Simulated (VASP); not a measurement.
# Si3Se2 (R-3c) in VASP: relaxation of cell and atoms with PBE

Aim: the relaxation of cell and atoms of Si3Se2 with PBE.

All numbers are computed with VASP 6.6.1; they aren't measurements. Logs are shortened: lines on timing, memory, paths and dates and some standing lists are left out, and cuts for length are marked.

## 1. The cell of the first run

It takes space group R-3c (No. 167, trigonal). The conventional cell has a = 7.231 Å, b = 7.231 Å, c = 18.979 Å, α = 90.00°, β = 90.00°, γ = 120.00°. Si (site symmetry 2) has 4 Se at 2.47 to 3.15 Å and 2 Si at 2.88 Å within 3.3 Å. Se (site symmetry 3) has 6 Si at 2.47 to 3.15 Å within 3.3 Å.

## 2. Relaxation of cell and atoms, PBE

File INCAR:

```
SYSTEM = Si3Se2
  PREC = Accurate
  ENCUT = 600
  EDIFF = 1E-6
  ISMEAR = 0
  SIGMA = 0.1
  LREAL = .False.
  LASPH = .True.
  NELM = 60
  ALGO = Normal
  ISIF = 3
  LWAVE = .False.
  LCHARG = .False.
  GGA = PE
  IBRION = 2
  NSW = 100
  EDIFFG = -0.01
```

File KPOINTS:

```
regular mesh
0
Gamma
  6 6 6
  0 0 0
```

File POSCAR:

```
Si3Se2
1.0
    3.6157107846      2.0875315948      6.3263541476
   -3.6157107846      2.0875315948      6.3263541476
    0.0000000000     -4.1750631897      6.3263541476
Si Se
6 4
Direct
    0.4802419773      0.0197580227      0.2500000000
    0.2500000000      0.4802419773      0.0197580227
    0.0197580227      0.2500000000      0.4802419773
    0.5197580227      0.9802419773      0.7500000000
    0.7500000000      0.5197580227      0.9802419773
    0.9802419773      0.7500000000      0.5197580227
    0.3462775758      0.3462775758      0.3462775758
    0.1537224242      0.1537224242      0.1537224242
    0.6537224242      0.6537224242      0.6537224242
    0.8462775758      0.8462775758      0.8462775758
```

Potentials or basis: VASP PAW PBE potentials, release 64 (Si, Se).

Run with:

```sh
> cat potpaw_PBE.64/Si/POTCAR potpaw_PBE.64/Se/POTCAR > POTCAR
> mpirun -np 1 vasp_std > vasp.out
```

OUTCAR:

```text
SYSTEM = Si3Se2
   PREC = Accurate
   ENCUT = 600
   EDIFF = 1E-6
   ISMEAR = 0
   LREAL = .False.
   LASPH = .True.
   NELM = 60
   ISIF = 3
   GGA = PE
   IBRION = 2
   NSW = 100
   EDIFFG = -0.01

 ion  position               nearest neighbor table
   1  0.480  0.020  0.250-   7 2.47   8 2.47   2 2.88   3 2.88
   2  0.250  0.480  0.020-   8 2.47   7 2.47   1 2.88   3 2.88
   3  0.020  0.250  0.480-   7 2.47   8 2.47   1 2.88   2 2.88
   4  0.520  0.980  0.750-   9 2.47  10 2.47   5 2.88   6 2.88
   5  0.750  0.520  0.980-  10 2.47   9 2.47   4 2.88   6 2.88
   6  0.980  0.750  0.520-   9 2.47  10 2.47   4 2.88   5 2.88
   7  0.346  0.346  0.346-   1 2.47   3 2.47   2 2.47
   8  0.154  0.154  0.154-   1 2.47   2 2.47   3 2.47
   9  0.654  0.654  0.654-   4 2.47   6 2.47   5 2.47
  10  0.846  0.846  0.846-   4 2.47   5 2.47   6 2.47

  LATTYP: Found a trigonal (rhomboedric) cell.
 ALAT       =     7.5798357131
 COS(alpha) =     0.5449094899

  Lattice vectors:

 A1 = (   3.6157107846,   2.0875315948,   6.3263541476)
 A2 = (  -3.6157107846,   2.0875315948,   6.3263541476)
 A3 = (   0.0000000000,  -4.1750631897,   6.3263541476)

Analysis of symmetry for initial positions (statically):
=====================================================================
 Subroutine PRICEL returns:
 Original cell was already a primitive cell.

 Routine SETGRP: Setting up the symmetry group for a
 trigonal (rhombohedral) supercell.

 Subroutine GETGRP returns: Found 12 space group operations
 (whereof  6 operations were pure point group operations)
 out of a pool of 12 trial point group operations.

The static configuration has the point symmetry S_6 .
 The point group associated with its full space group is D_3d.

Analysis of symmetry for dynamics (positions and initial velocities):
=====================================================================
 Subroutine PRICEL returns:
 Original cell was already a primitive cell.

 Routine SETGRP: Setting up the symmetry group for a
 trigonal (rhombohedral) supercell.

 Subroutine GETGRP returns: Found 12 space group operations
 (whereof  6 operations were pure point group operations)
 out of a pool of 12 trial point group operations.

The dynamic configuration has the point symmetry S_6 .
 The point group associated with its full space group is D_3d.

 Subroutine INISYM returns: Found 12 space group operations
 (whereof  6 operations are pure point group operations),
 and found     1 'primitive' translations

----------------------------------------------------------------------------------------

                                     Primitive cell

  volume of cell :     286.5045

  direct lattice vectors                    reciprocal lattice vectors
     3.615710785  2.087531595  6.326354148     0.138285397  0.079839111  0.052689642
    -3.615710785  2.087531595  6.326354148    -0.138285397  0.079839111  0.052689642
     0.000000000 -4.175063190  6.326354148     0.000000000 -0.159678222  0.052689642

  length of vectors
     7.579835713  7.579835713  7.579835713     0.168146760  0.168146760  0.168146760

  position of ions in fractional coordinates (direct lattice)
     0.480241977  0.019758023  0.250000000
     0.250000000  0.480241977  0.019758023
     0.019758023  0.250000000  0.480241977
     0.519758023  0.980241977  0.750000000
     0.750000000  0.519758023  0.980241977
     0.980241977  0.750000000  0.519758023
     0.346277576  0.346277576  0.346277576
     0.153722424  0.153722424  0.153722424
     0.653722424  0.653722424  0.653722424
     0.846277576  0.846277576  0.846277576

  ion indices of the primitive-cell ions
   primitive index   ion index
                 1           1
                 2           2
                 3           3
                 4           4
                 5           5
                 6           6
                 7           7
                 8           8
                 9           9
                10          10

----------------------------------------------------------------------------------------

 KPOINTS: regular mesh

Automatic generation of k-mesh.
 Grid dimensions read from file:
 generate k-points for:    6    6    6

 Generating k-lattice:

  Cartesian coordinates                     Fractional coordinates (reciprocal lattice)
     0.023047566  0.013306518  0.008781607     0.166666667  0.000000000  0.000000000
    -0.023047566  0.013306518  0.008781607     0.000000000  0.166666667  0.000000000
     0.000000000 -0.026613037  0.008781607    -0.000000000 -0.000000000  0.166666667

  Length of vectors
     0.028024460  0.028024460  0.028024460

  Shift w.r.t. Gamma in fractional coordinates (k-lattice)
     0.000000000  0.000000000  0.000000000

 Subroutine IBZKPT returns following result:
 ===========================================

 Found     32 irreducible k-points:

 Following reciprocal coordinates:
            Coordinates               Weight
  0.000000  0.000000  0.000000      1.000000
  0.166667  0.000000 -0.000000      6.000000
  0.333333 -0.000000 -0.000000      6.000000
  0.500000  0.000000 -0.000000      3.000000
  0.166667  0.166667 -0.000000      6.000000
  0.333333  0.166667 -0.000000     12.000000
[... 16 lines left out ...]
  0.500000  0.500000  0.166667      6.000000
 -0.333333  0.500000  0.166667     12.000000
 [... further k-points ...]
   k-points           NKPTS =     32   k-points in BZ     NKDIM =     32   number of bands    NBANDS=     30
   number of dos      NEDOS =    301   number of ions     NIONS =     10
   total plane-waves  NPLWV = 262144
   dimension x,y,z NGX =    64 NGY =   64 NGZ =   64
   dimension x,y,z NGXF=   128 NGYF=  128 NGZF=  128
   ions per type =               6   4
   NGX,Y,Z   is equivalent  to a cutoff of  14.04, 14.04, 14.04 a.u.
   NGXF,Y,Z  is equivalent  to a cutoff of  28.07, 28.07, 28.07 a.u.
 SYSTEM =  Si3Se2
   PREC   = accura    normal or accurate (medium, high low for compatibility)
   ISTART =      0    job   : 0-new  1-cont  2-samecut
   ICHARG =      2    charge: 1-file 2-atom 10-const
   ISPIN  =      1    spin polarized calculation?
   LNONCOLLINEAR =      F non collinear calculations
   LSORBIT =      F    spin-orbit coupling
   LASPH  =      T    aspherical Exc in radial PAW
   ENCUT  =  600.0 eV  44.10 Ry    6.64 a.u.  15.14 15.14 15.14*2*pi/ulx,y,z
   NELM   =     60;   NELMIN=  2; NELMDL= -5     # of ELM steps
   EDIFF  = 0.1E-05   stopping-criterion for ELM
   LREAL  =      F    real-space projection
   EDIFFG = -.1E-01   stopping-criterion for IOM
   NSW    =    100    number of steps for IOM
   IBRION =      2    ionic relax: 0-MD 1-quasi-New 2-CG
   NFREE  =      1    steps in history (QN), initial steepest desc. (CG)
   ISIF   =      3    stress and relaxation
   ISYM   =      2    0-nonsym 1-usesym 2-fastsym
   POTIM  = 0.5000    time-step for ionic-motion
   TEBEG  =    0.0;   TEEND  =   0.0 temperature during run
   PSTRESS=    0.0 pullay stress
   NELECT =      48.0000    total number of electrons
   NUPDOWN=      -1.0000    fix difference up-down
   EMIN   =  10.00;   EMAX   =-10.00  energy-range for DOS
   EFERMI =   0.00;   METHOD = LEGACY
   ISMEAR =     0;   SIGMA  =   0.10  broadening in eV -4-tet -1-fermi 0-gaus
   EFERMI_NEDOS =   21; number of points for ismear=-14 and -15
   IALGO  =     38    algorithm
   IMIX   =      4    mixing-type and parameters
     AMIX     =   0.40;   BMIX     =  1.00
     AMIX_MAG =   1.60;   BMIX_MAG =  1.00
  volume/ion in A,a.u.               =      28.65       193.34
  Fermi-wavevector in a.u.,A,eV,Ry     =   0.902495  1.705468 11.081905  0.814497
  Thomas-Fermi vector in A             =   2.025705
   LORBIT       =      0    0 simple, 1 ext, 2 COOP (PROOUT), +10 PAW based schemes
   GGA     = PE    functional components
   LHFCALC =     F    Hartree Fock is set to
   AEXX    =    0.0000 exact exchange contribution
   IVDW    =     0    specifies the selected vdW correction
   LEPSILON=     F    determine dielectric tensor
   LRPA    =     F    only Hartree local field effects (RPA)
 conjugate gradient relaxation of ions
 non-spin polarized calculation
 Gauss-broadening in eV      SIGMA  =   0.10
  energy-cutoff  :      600.00
  volume of cell :      286.50
 maximum number of plane-waves:      9614
 NGX is ok and might be reduce to    64
   NGX = 31   NGY = 31   NGZ = 31

--------------------------------------- Ionic step        1  -------------------------------------------

 number of electron      48.0000001 magnetization

 Free energy of the ion-electron system (eV)
  ---------------------------------------------------
  ext. energy  EPLUGINS =         0.00000000
  ---------------------------------------------------
  free energy    TOTEN  =       -40.76068981 eV

  energy without entropy =      -40.75128059  energy(sigma->0) =      -40.75598520

------------------------ aborting loop because EDIFF is reached ----------------------------------------

  FORCE on cell =-STRESS in cart. coord.  units (eV):
  Direction    XX          YY          ZZ          XY          YZ          ZX
  --------------------------------------------------------------------------------------
  -------------------------------------------------------------------------------------
  Total       -0.0190923     -0.0190923      0.1365699     -0.0000000     -0.0000000      0.0000000
  in kB       -0.1067672     -0.1067672      0.7637196     -0.0000000     -0.0000000      0.0000000
  external PRESSURE =       0.1833950 kB  Pullay stress =       0.0000000 kB
[... 117 lines left out ...]
  energy  without entropy=      -40.7513032651  energy(sigma->0) =      -40.75605252

--------------------------------------- Ionic step        4  -------------------------------------------

 number of electron      48.0000001 magnetization

 Free energy of the ion-electron system (eV)
  ---------------------------------------------------
  ext. energy  EPLUGINS =         0.00000000
  ---------------------------------------------------
  free energy    TOTEN  =       -40.76086127 eV

  energy without entropy =      -40.75136377  energy(sigma->0) =      -40.75611252

 E-fermi :   3.2317     XC(G=0):  -8.1596

 val. band max:        3.1367267244   @ k =   0.3333   0.1667   0.1667
 cond. band min:       3.2424565444   @ k =   0.3333   0.3333   0.1667
 fundamental gap:      0.1057298200
 Fermi energy:         3.2316760772

 k-point     1 :       0.0000    0.0000    0.0000
  band No.  band energies     occupation
      1     -12.0513      2.00000
      2     -11.5395      2.00000
      3     -10.8723      2.00000
      4     -10.6049      2.00000
      5      -5.5468      2.00000
      6      -4.7831      2.00000
[... 781 lines left out ...]
     29       4.9514      0.00000
     30       5.0822      0.00000

 [... further k-points ...]
[... 5 lines left out ...]
  --------------------------------------------------------------------------------------
  -------------------------------------------------------------------------------------
  Total        0.0052881      0.0052881      0.0115622      0.0000000     -0.0000000      0.0000000
  in kB        0.0295633      0.0295633      0.0646392      0.0000000     -0.0000000      0.0000000
  external PRESSURE =       0.0412552 kB  Pullay stress =       0.0000000 kB
[... 25 lines left out ...]
  FREE ENERGIE OF THE ION-ELECTRON SYSTEM (eV)
  ---------------------------------------------------
  free  energy   TOTEN  =       -40.7608612713 eV

  energy  without entropy=      -40.7513637700  energy(sigma->0) =      -40.75611252

 reached required accuracy - stopping structural energy minimisation
```

Run time: 9.1 min. Hardware: 1 thread of Intel Xeon Platinum 8488C (Sapphire Rapids), shared host; peak memory 0.77 GiB.

What came out:

```yaml
Free_energy: -40.7609 eV
Relaxed_volume: 28.66 Å³/atom
Relaxed_cell: a = 7.585 Å, b = 7.585 Å, c = 7.585 Å, α = 56.91°, β = 56.91°, γ = 56.91°
Space_group_after_relaxing_to_0.1_Å: R-3c (No. 167)
Energy_gained_by_relaxing: 0.0 meV/atom
Ionic_steps: 4
Pressure_after_relaxing: 0.0 GPa
Largest_force_after_relaxing: 0.004 eV/Å
Band_gap_on_the_k_mesh: zero (bands 24 and 25 overlap by 0.27 eV)
```

Forces on the atoms (eV/Å):
```
Si  -0.002  0.000  0.000
Si   0.001 -0.002  0.000
Si   0.001  0.002  0.000
Si   0.002  0.000  0.000
Si  -0.001  0.002  0.000
Si  -0.001 -0.002  0.000
Se   0.000  0.000 -0.004
Se   0.000  0.000  0.004
Se   0.000  0.000  0.004
Se   0.000  0.000 -0.004
```

Step by step:
```tsv
step	energy change (eV)	largest force (eV/Å)	pressure (GPa)	volume (Å³)
1	0.0000	0.0137	0.02	286.50
2	-0.0001	0.0117	-0.01	286.64
3	-0.0001	0.0129	-0.03	286.71
4	-0.0002	0.0040	0.00	286.59
```

Final structure:
```
Si Se
1.0
     3.61395    2.08652    6.33430
    -3.61395    2.08652    6.33430
     0.00000   -4.17303    6.33430
Si Se
6 4
Direct
  0.48001 0.01999 0.25000
  0.25000 0.48001 0.01999
  0.01999 0.25000 0.48001
  0.51999 0.98001 0.75000
  0.75000 0.51999 0.98001
  0.98001 0.75000 0.51999
  0.34633 0.34633 0.34633
  0.15367 0.15367 0.15367
  0.65367 0.65367 0.65367
  0.84633 0.84633 0.84633
```

The gap in the log of VASP goes by the Fermi energy; the results here count the filled bands.